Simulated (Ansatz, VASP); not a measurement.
## Al3GaN4 in VASP and in Ansatz

```
Al Ga N
1.0
     4.40144    0.00000    0.00000
     0.00000    4.40144    0.00000
     0.00000    0.00000    4.40144
Al Ga N
3 1 4
Direct
  0.50000 0.50000 0.00000
  0.50000 0.00000 0.50000
  0.00000 0.50000 0.50000
  0.00000 0.00000 0.00000
  0.74416 0.74416 0.25584
  0.74416 0.25584 0.74416
  0.25584 0.74416 0.74416
  0.25584 0.25584 0.25584
```

Alike in both runs: task relaxation of cell and atoms; functional r2SCAN; k mesh 6 × 6 × 6; occupations gaussian, width 0.02 eV; no spin polarisation.

|  | VASP | Ansatz |
| --- | --- | --- |
| version | VASP 6.6.1 | Ansatz 0.2.0 |
| potentials or method | VASP PAW PBE potentials, release 64 (Al, Ga_d, N), cutoff 600 eV | scalar-relativistic, plane waves, PAW |
| valence electrons in the cell | 42 | 42 |

|  | VASP | Ansatz | Ansatz less VASP |
| --- | --- | --- | --- |
| gap on the k mesh at the Fermi level, each at its own relaxed structure (eV) | 4.01 | 4.01 | 0.000 |
| relaxed volume (Å³/atom) | 10.66 | 10.66 | -0.003 |
| relaxed cell length with the largest relative difference (Å) | 4.402 | 4.401 | -0.0004 |

VASP's potentials were made for PBE, not for r2SCAN.
